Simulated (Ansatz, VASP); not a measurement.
**One calculation of MoSe, two programs**

```
CELL_PARAMETERS angstrom
0.00534 2.89652 2.85252
2.85177 0.01670 2.84116
2.82101 2.85439 0.04746
ATOMIC_POSITIONS crystal
Mo 0.99407 0.00753 0.02761
Se 0.25593 0.24247 0.22239
```

Change from the starting cell: all atoms moved at random (sigma 0.1 Å), cell strained at random (1 %).

Alike in both runs: task single point; functional PBE; k mesh 10 × 10 × 10; occupations gaussian, width 0.05 eV; collinear spin.

|  | VASP | Ansatz |
| --- | --- | --- |
| version | VASP 6.6.1 | Ansatz 0.2.0 |
| potentials or method | VASP PAW PBE potentials, release 64 (Mo_sv, Se), cutoff 520 eV | scalar-relativistic, plane waves, PAW |
| valence electrons in the cell | 20 | 30 |

```csv
,VASP,Ansatz,Ansatz less VASP
gap on the k mesh at the Fermi level (eV),none,none,-
pressure (GPa),0.0,-0.2,-0.17
"traceless stress, the component that is largest in VASP (GPa)",9.85,9.80,-0.049
rms of the force components (eV/Å),1.335,1.331,-0.0037
net moment per atom (μB),0.17,0.18,+0.001
size of the moment on the site where the two differ most (μB),0.33,0.24,-0.086
```

Site moments also hang on the region over which each program counts them. Atom by atom the forces differ by 0.004 eV/Å (rms over components). A gap of «none» marks a metal or a gap that the smearing closes. VASP's potentials hold 20 valence electrons a cell and Ansatz's 30, so a difference there can come from the potentials and not from the codes.
